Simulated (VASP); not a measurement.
Write the native input for VASP 6.6.1 that does the following.

| Quantity | Value |
| --- | --- |
| Task | single point |
| Functional | r2SCAN |
| Potentials or basis | VASP PAW PBE potentials, release 64 (Ir) |
| Cutoff | 520 eV |
| k mesh | 15 × 15 × 15 |
| Occupations | fermi-dirac, width 0.1 eV |
| Spin | no spin polarisation |
| Dipole correction | no |
| Further INCAR settings | ALGO = Normal; EDIFF = 1e-06; NBANDS = 10 |

Crystal: Ir.

```
Ir
1.0
     0.00000    1.94267    1.94267
     1.94267    0.00000    1.94267
     1.94267    1.94267    0.00000
Ir
1
Cartesian
  0.0000 0.0000 0.0000
```

These files were run (other wordings do the same):

POSCAR

```
Ir
1.0
    0.0000000000      1.9426706982      1.9426706982
    1.9426706982      0.0000000000      1.9426706982
    1.9426706982      1.9426706982      0.0000000000
Ir
1
Direct
    0.0000000000      0.0000000000      0.0000000000
```

INCAR.step1

```
  ALGO = Normal
  EDIFF = 1E-4
  ENCUT = 520
  GGA = PE
  ISMEAR = -1
  LASPH = T
  LCHARG = F
  LREAL = F
  LWAVE = T
  NBANDS = 10
  NELM = 60
  PREC = Accurate
  SIGMA = 0.1
```

INCAR.step2

```
  ALGO = Normal
  EDIFF = 1E-6
  ENCUT = 520
  ISIF = 2
  ISMEAR = -1
  ISTART = 1
  LASPH = T
  LCHARG = F
  LMIXTAU = T
  LREAL = F
  LWAVE = F
  METAGGA = R2SCAN
  NBANDS = 10
  NELM = 60
  PREC = Accurate
  SIGMA = 0.1
```

KPOINTS

```
k-points
0
Gamma
  15 15 15
```

Potentials or basis: VASP PAW PBE potentials, release 64 (Ir).

Launch:

```sh
$ cat potpaw_PBE.64/Ir/POTCAR > POTCAR
$ cp INCAR.step1 INCAR
$ mpirun -np 1 vasp_std > vasp.out
$ cp INCAR.step2 INCAR
$ mpirun -np 1 vasp_std > vasp.out
```

Results of the run:

* Pressure: -8.9 GPa

Caveat: the PAW data sets were made with another functional, which shifts forces and pressure a little.

Wall time 2.8 min on 1 thread of AMD EPYC 7R13, on a shared host, peak memory 0.11 GiB.
